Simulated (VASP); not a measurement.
# SiC (P6_3mc) in VASP: notebook

The runs below take SiC through single point, with r2SCAN+rVV10.

Program: VASP 6.6.1. These are calculated values, not measurements. Logs are shortened: lines on timing, memory, paths and dates and some standing lists are left out, and cuts for length are marked.

## Step 1: The cell of the first run

Symmetry: P6_3mc, No. 186, hexagonal system. The conventional cell has a = 3.077 Å, b = 3.077 Å, c = 15.098 Å, α = 90.00°, β = 90.00°, γ = 120.00°. Within 2.5 Å of Si (site symmetry 3m) lie 4 C at 1.88 to 1.89 Å. Within 2.5 Å of Si (site symmetry 3m) lie 4 C at 1.88 to 1.89 Å. Si (site symmetry 3m) has 4 C at 1.89 Å within 2.5 Å. C (site symmetry 3m) has 4 Si at 1.88 to 1.89 Å within 2.5 Å. C (site symmetry 3m) has 4 Si at 1.88 to 1.89 Å within 2.5 Å. Within 2.5 Å of C (site symmetry 3m) lie 4 Si at 1.89 Å.

## Step 2: Single point, r2SCAN+rVV10

File POSCAR:

```
SiC
1.0
    3.0766210100      0.0000000000      0.0000000000
   -1.5383105100      2.6644319500      0.0000000000
    0.0000000000      0.0000000000     15.0980843200
Si C
6 6
Direct
    0.3333333300      0.6666666700      0.8329861500
    0.6666666700      0.3333333300      0.3329861500
    0.6666666700      0.3333333300      0.6665006000
    0.3333333300      0.6666666700      0.1665006000
    0.0000000000      0.0000000000      0.4997294200
    0.0000000000      0.0000000000      0.9997294200
    0.0000000000      0.0000000000      0.8743664100
    0.0000000000      0.0000000000      0.3743664100
    0.3333333300      0.6666666700      0.7079967800
    0.6666666700      0.3333333300      0.2079967800
    0.6666666700      0.3333333300      0.5415216400
    0.3333333300      0.6666666700      0.0415216400
```

File INCAR.step1:

```
ALGO = Normal ; EDIFF = 1E-5
ENCUT = 660 ; GGA = PE
GGA_COMPAT = False ; ISMEAR = 0
LASPH = True ; LCHARG = False
LREAL = False ; LWAVE = True
NBANDS = 36 ; NELM = 120
PREC = Accurate ; SIGMA = 0.1
```

File INCAR.step2:

```
ALGO = Normal ; BPARAM = 11.95
CPARAM = 0.0093 ; EDIFF = 1E-6
ENCUT = 660 ; GGA_COMPAT = False
ISIF = 2 ; ISMEAR = 0
ISTART = 1 ; IVDW_NL = 2
LASPH = True ; LCHARG = True
LELF = True ; LMIXTAU = True
LREAL = False ; LUSE_VDW = True
LVHAR = True ; LWAVE = False
METAGGA = R2SCAN ; NBANDS = 36
NELM = 120 ; PREC = Accurate
SIGMA = 0.1
```

File KPOINTS:

```
k-points
0
Gamma
  6 6 2
```

Potentials or basis: VASP PAW PBE potentials, release 64 (Si, C).

Command:

```console
cat potpaw_PBE.64/Si/POTCAR potpaw_PBE.64/C/POTCAR > POTCAR
cp INCAR.step1 INCAR
mpirun -np 1 vasp_std > vasp.out
cp INCAR.step2 INCAR
mpirun -np 1 vasp_std > vasp.out
```

OUTCAR:

```text
BPARAM = 11.95
   EDIFF = 1E-6
   ENCUT = 660
   ISIF = 2
   ISMEAR = 0
   ISTART = 1
   IVDW_NL = 2
   LASPH = True
   LREAL = False
   METAGGA = R2SCAN
   NELM = 120
   PREC = Accurate

 ion  position               nearest neighbor table
   1  0.333  0.667  0.833-   7 1.88   7 1.88   7 1.88   9 1.89   3 3.08   3 3.08   3 3.08   6 3.08
                             6 3.08   6 3.08
   2  0.667  0.333  0.333-   8 1.88   8 1.88   8 1.88  10 1.89   4 3.08   4 3.08   4 3.08   5 3.08
                             5 3.08   5 3.08
   3  0.667  0.333  0.667-   9 1.88   9 1.88   9 1.88  11 1.89   1 3.08   1 3.08   1 3.08   5 3.08
                             5 3.08   5 3.08
   4  0.333  0.667  0.167-  10 1.88  10 1.88  10 1.88  12 1.89   2 3.08   2 3.08   2 3.08   6 3.08
                             6 3.08   6 3.08
   5  0.000  0.000  0.500-  11 1.89  11 1.89  11 1.89   8 1.89   2 3.08   2 3.08   2 3.08   3 3.08
                             3 3.08   3 3.08
   6  0.000  0.000  1.000-  12 1.89  12 1.89  12 1.89   7 1.89   1 3.08   1 3.08   1 3.08   4 3.08
                             4 3.08   4 3.08
   7  0.000  0.000  0.874-   1 1.88   1 1.88   1 1.88   6 1.89
   8  0.000  0.000  0.374-   2 1.88   2 1.88   2 1.88   5 1.89
   9  0.333  0.667  0.708-   3 1.88   3 1.88   3 1.88   1 1.89
  10  0.667  0.333  0.208-   4 1.88   4 1.88   4 1.88   2 1.89
  11  0.667  0.333  0.542-   5 1.89   5 1.89   5 1.89   3 1.89
  12  0.333  0.667  0.042-   6 1.89   6 1.89   6 1.89   4 1.89

  LATTYP: Found a hexagonal cell.
 ALAT       =     3.0766210100
 C/A-ratio  =     4.9073591680

  Lattice vectors:

 A1 = (   3.0766210100,   0.0000000000,   0.0000000000)
 A2 = (  -1.5383105100,   2.6644319500,   0.0000000000)
 A3 = (   0.0000000000,   0.0000000000,  15.0980843200)

Analysis of symmetry for initial positions (statically):
=====================================================================
 Subroutine PRICEL returns:
 Original cell was already a primitive cell.

 Routine SETGRP: Setting up the symmetry group for a
 hexagonal supercell.

 Subroutine GETGRP returns: Found 12 space group operations
 (whereof  6 operations were pure point group operations)
 out of a pool of 24 trial point group operations.

The static configuration has the point symmetry C_3v.
 The point group associated with its full space group is C_6v.

Analysis of symmetry for dynamics (positions and initial velocities):
=====================================================================
 Subroutine PRICEL returns:
 Original cell was already a primitive cell.

 Routine SETGRP: Setting up the symmetry group for a
 hexagonal supercell.

 Subroutine GETGRP returns: Found 12 space group operations
 (whereof  6 operations were pure point group operations)
 out of a pool of 24 trial point group operations.

The dynamic configuration has the point symmetry C_3v.
 The point group associated with its full space group is C_6v.

 Subroutine INISYM returns: Found 12 space group operations
 (whereof  6 operations are pure point group operations),
 and found     1 'primitive' translations

----------------------------------------------------------------------------------------

                                     Primitive cell

  volume of cell :     123.7658

  direct lattice vectors                    reciprocal lattice vectors
     3.076621010  0.000000000  0.000000000     0.325031909  0.187657261  0.000000000
    -1.538310510  2.664431950  0.000000000     0.000000000  0.375314521  0.000000000
     0.000000000  0.000000000 15.098084320     0.000000000  0.000000000  0.066233568

  length of vectors
     3.076621010  3.076621010 15.098084320     0.375314521  0.375314521  0.066233568

  position of ions in fractional coordinates (direct lattice)
     0.333333330  0.666666670  0.832986150
     0.666666670  0.333333330  0.332986150
     0.666666670  0.333333330  0.666500600
     0.333333330  0.666666670  0.166500600
     0.000000000  0.000000000  0.499729420
     0.000000000  0.000000000  0.999729420
     0.000000000  0.000000000  0.874366410
     0.000000000  0.000000000  0.374366410
     0.333333330  0.666666670  0.707996780
     0.666666670  0.333333330  0.207996780
     0.666666670  0.333333330  0.541521640
     0.333333330  0.666666670  0.041521640

[... 29 lines left out ...]

  Length of vectors
     0.062552420  0.062552420  0.033116784

  Shift w.r.t. Gamma in fractional coordinates (k-lattice)
     0.000000000  0.000000000  0.000000000

 Subroutine IBZKPT returns following result:
 ===========================================

 Found     14 irreducible k-points:

 Following reciprocal coordinates:
            Coordinates               Weight
  0.000000  0.000000  0.000000      1.000000
  0.166667  0.000000  0.000000      6.000000
  0.333333  0.000000  0.000000      6.000000
  0.500000  0.000000  0.000000      3.000000
  0.166667  0.166667  0.000000      6.000000
  0.333333  0.166667  0.000000     12.000000
  0.333333  0.333333  0.000000      2.000000
  0.000000  0.000000  0.500000      1.000000
  0.166667  0.000000  0.500000      6.000000
  0.333333  0.000000  0.500000      6.000000
  0.500000  0.000000  0.500000      3.000000
  0.166667  0.166667  0.500000      6.000000
  0.333333  0.166667  0.500000     12.000000
  0.333333  0.333333  0.500000      2.000000
   k-points           NKPTS =     14   k-points in BZ     NKDIM =     14   number of bands    NBANDS=     36
   number of dos      NEDOS =    301   number of ions     NIONS =     12
   total plane-waves  NPLWV = 100352
   dimension x,y,z NGX =    28 NGY =   28 NGZ =  128
   dimension x,y,z NGXF=    56 NGYF=   56 NGZF=  256
   ions per type =               6   6
   NGX,Y,Z   is equivalent  to a cutoff of  15.13, 15.13, 14.09 a.u.
   NGXF,Y,Z  is equivalent  to a cutoff of  30.26, 30.26, 28.19 a.u.
 SYSTEM =  unknown system
   PREC   = accura    normal or accurate (medium, high low for compatibility)
   ISTART =      1    job   : 0-new  1-cont  2-samecut
   ICHARG =      0    charge: 1-file 2-atom 10-const
   ISPIN  =      1    spin polarized calculation?
   LNONCOLLINEAR =      F non collinear calculations
   LSORBIT =      F    spin-orbit coupling
   LASPH  =      T    aspherical Exc in radial PAW
   ENCUT  =  660.0 eV  48.51 Ry    6.96 a.u.   6.44  6.44 31.63*2*pi/ulx,y,z
   NELM   =    120;   NELMIN=  2; NELMDL=  0     # of ELM steps
   EDIFF  = 0.1E-05   stopping-criterion for ELM
   LREAL  =      F    real-space projection
   EDIFFG = 0.1E-04   stopping-criterion for IOM
   NSW    =      0    number of steps for IOM
   IBRION =     -1    ionic relax: 0-MD 1-quasi-New 2-CG
   NFREE  =      0    steps in history (QN), initial steepest desc. (CG)
   ISIF   =      2    stress and relaxation
   ISYM   =      2    0-nonsym 1-usesym 2-fastsym
   POTIM  = 0.5000    time-step for ionic-motion
   TEBEG  =    0.0;   TEEND  =   0.0 temperature during run
   PSTRESS=    0.0 pullay stress
   NELECT =      48.0000    total number of electrons
   NUPDOWN=      -1.0000    fix difference up-down
   EMIN   =  10.00;   EMAX   =-10.00  energy-range for DOS
   EFERMI =   0.00;   METHOD = LEGACY
   ISMEAR =     0;   SIGMA  =   0.10  broadening in eV -4-tet -1-fermi 0-gaus
   EFERMI_NEDOS =   21; number of points for ismear=-14 and -15
   IALGO  =     38    algorithm
   IMIX   =      4    mixing-type and parameters
     AMIX     =   0.40;   BMIX     =  1.00
     AMIX_MAG =   1.60;   BMIX_MAG =  1.00
  volume/ion in A,a.u.               =      10.31        69.60
  Fermi-wavevector in a.u.,A,eV,Ry     =   1.193865  2.256077 19.392557  1.425313
  Thomas-Fermi vector in A             =   2.329869
   LORBIT       =      0    0 simple, 1 ext, 2 COOP (PROOUT), +10 PAW based schemes
   METAGGA = R2SCAN    functional components
   LHFCALC =     F    Hartree Fock is set to
   AEXX    =    0.0000 exact exchange contribution
   IVDW_NL    =     2    kernel type
   BPARAM     =11.9500
   IVDW    =     0    specifies the selected vdW correction
   LEPSILON=     F    determine dielectric tensor
   LRPA    =     F    only Hartree local field effects (RPA)
 non-spin polarized calculation
 Gauss-broadening in eV      SIGMA  =   0.10
  energy-cutoff  :      660.00
  volume of cell :      123.77
 maximum number of plane-waves:      4827
 NGX is ok and might be reduce to    28
   NGX = 13   NGY = 13   NGZ = 63

 number of electron      48.0000000 magnetization

 Free energy of the ion-electron system (eV)
  ---------------------------------------------------
  ext. energy  EPLUGINS =         0.00000000
  ---------------------------------------------------
  free energy    TOTEN  =      -115.33068187 eV

  energy without entropy =     -115.33068187  energy(sigma->0) =     -115.33068187

 E-fermi :   8.5251     XC(G=0): -11.9741

 val. band max:        8.0659648055   @ k =   0.0000   0.0000   0.0000
 cond. band min:      10.4317351695   @ k =   0.5000   0.0000   0.0000
 fundamental gap:      2.3657703641
 Fermi energy:         8.5250813633

 k-point     1 :       0.0000    0.0000    0.0000
  band No.  band energies     occupation
      1      -8.2047      2.00000
      2      -7.6630      2.00000
      3      -7.6258      2.00000
      4      -6.0837      2.00000
      5      -6.0520      2.00000
      6      -4.5603      2.00000
[... 535 lines left out ...]
     35      18.1090      0.00000
     36      18.1090      0.00000

------------------------ aborting loop because EDIFF is reached ----------------------------------------

  FORCE on cell =-STRESS in cart. coord.  units (eV):
  Direction    XX          YY          ZZ          XY          YZ          ZX
  --------------------------------------------------------------------------------------
  -------------------------------------------------------------------------------------
  Total       -0.4102277     -0.4102277     -0.5165842      0.0000000     -0.0000000      0.0000000
  in kB       -5.3104956     -5.3104956     -6.6873060      0.0000000     -0.0000000      0.0000000
  external PRESSURE =      -5.7694324 kB  Pullay stress =       0.0000000 kB

 VOLUME and BASIS-vectors are now :
 -----------------------------------------------------------------------------
  energy-cutoff  :      660.00
  volume of cell :      123.77
      direct lattice vectors                 reciprocal lattice vectors
     3.076621010  0.000000000  0.000000000     0.325031909  0.187657261  0.000000000
    -1.538310510  2.664431950  0.000000000     0.000000000  0.375314521  0.000000000
     0.000000000  0.000000000 15.098084320     0.000000000  0.000000000  0.066233568

 POSITION                                       TOTAL-FORCE (eV/Angst)
 -----------------------------------------------------------------------------------
     -0.00000      1.77629     12.57650        -0.000000      0.000000      0.002765
      1.53831      0.88814      5.02745         0.000000     -0.000000      0.002765
      1.53831      0.88814     10.06288        -0.000000      0.000000      0.003463
     -0.00000      1.77629      2.51384         0.000000     -0.000000      0.003463
      0.00000      0.00000      7.54496         0.000000     -0.000000     -0.000299
      0.00000      0.00000     15.09400        -0.000000      0.000000     -0.000299
      0.00000      0.00000     13.20126        -0.000000     -0.000000     -0.004221
      0.00000      0.00000      5.65222         0.000000      0.000000     -0.004221
     -0.00000      1.77629     10.68940         0.000000      0.000000     -0.004435
      1.53831      0.88814      3.14035        -0.000000      0.000000     -0.004435
      1.53831      0.88814      8.17594         0.000000      0.000000      0.002728
     -0.00000      1.77629      0.62690         0.000000     -0.000000      0.002728
 -----------------------------------------------------------------------------------
    total drift:                                0.000000      0.000000     -0.000214

  FREE ENERGIE OF THE ION-ELECTRON SYSTEM (eV)
  ---------------------------------------------------
  free  energy   TOTEN  =      -115.3306818726 eV

  energy  without entropy=     -115.3306818726  energy(sigma->0) =     -115.33068187
```

Wall time 17 min (1 thread of Intel Xeon 8259CL, shared host); peak memory 0.72 GiB.

Results:

| Property | Result |
| --- | --- |
| Free energy | -115.3307 eV |
| Pressure | -0.6 GPa |
| Largest force | 0.004 eV/Å |
| Band gap on the k mesh | 2.37 eV (least direct gap 3.52 eV) |

Forces in eV/Å, atoms in the order of the input:
```
Si   0.000  0.000  0.003
Si   0.000  0.000  0.003
Si   0.000  0.000  0.003
Si   0.000  0.000  0.003
Si   0.000  0.000  0.000
Si   0.000  0.000  0.000
C    0.000  0.000 -0.004
C    0.000  0.000 -0.004
C    0.000  0.000 -0.004
C    0.000  0.000 -0.004
C    0.000  0.000  0.003
C    0.000  0.000  0.003
```

Levels at points of the mesh, in eV from the valence-band top:
| k point | band 20 | band 21 | band 22 | band 23 | band 24 | band 25 | band 26 | band 27 | band 28 | band 29 |
| --- | --- | --- | --- | --- | --- | --- | --- | --- | --- | --- |
| (0.00, 0.00, 0.00) | -0.32 | -0.32 | -0.04 | 0.00 | 0.00 | 5.76 | 5.93 | 6.34 | 6.86 | 6.91 |
| (0.50, 0.00, 0.00) | -2.35 | -1.90 | -1.87 | -1.72 | -1.16 | 2.37 | 2.58 | 3.65 | 4.32 | 5.08 |
| (0.00, 0.00, 0.50) | -0.67 | -0.10 | -0.10 | -0.10 | -0.10 | 5.82 | 5.82 | 6.58 | 6.58 | 7.29 |
| (0.50, 0.00, 0.50) | -2.47 | -1.79 | -1.79 | -1.37 | -1.37 | 2.42 | 2.42 | 3.86 | 3.86 | 5.33 |

Caveat: the PAW data sets were made with another functional, which shifts forces and pressure a little.

[end of part 1 of 2]
